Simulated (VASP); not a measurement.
Co: single point with revPBE

Co:

```
Co
1.0
     2.20393    0.00000    0.00000
     0.00000    2.20393    0.00000
     0.00000    0.00000    2.20393
Co
1
Direct
  0.00000 0.00000 0.00000
```

This cell differs from its parent crystal: volume scaled by 0.88.

```yaml
Program: VASP 6.6.1
Task: single point
Functional: revPBE
Potentials_or_basis: VASP PAW PBE potentials, release 64 (Co)
Cutoff: 520 eV
k_mesh: 15 × 15 × 15
Occupations: fermi-dirac, width 0.1 eV
Spin: no spin polarisation
```

| Property | Result |
| --- | --- |
| Pressure | 27.9 GPa |

Levels at points of the mesh, in eV from the Fermi level:
```
           k point  band 2  band 3  band 4  band 5  band 6  band 7  band 8  band 9
(0.00, 0.00, 0.00)   -4.15   -4.15    0.56    0.56    0.56   21.66   21.66   21.66
```

It took 3.5 s on 1 thread of Intel(R) Xeon(R) 6975P-C (Granite Rapids), on a shared host, peak memory 0.12 GiB.

Caveat: the PAW data sets were made with another functional, which shifts forces and pressure a little; the run has no spin polarisation, though such a crystal can be magnetic. Spin polarisation is off, so any magnetic state and its effect on volume and gap are missing.
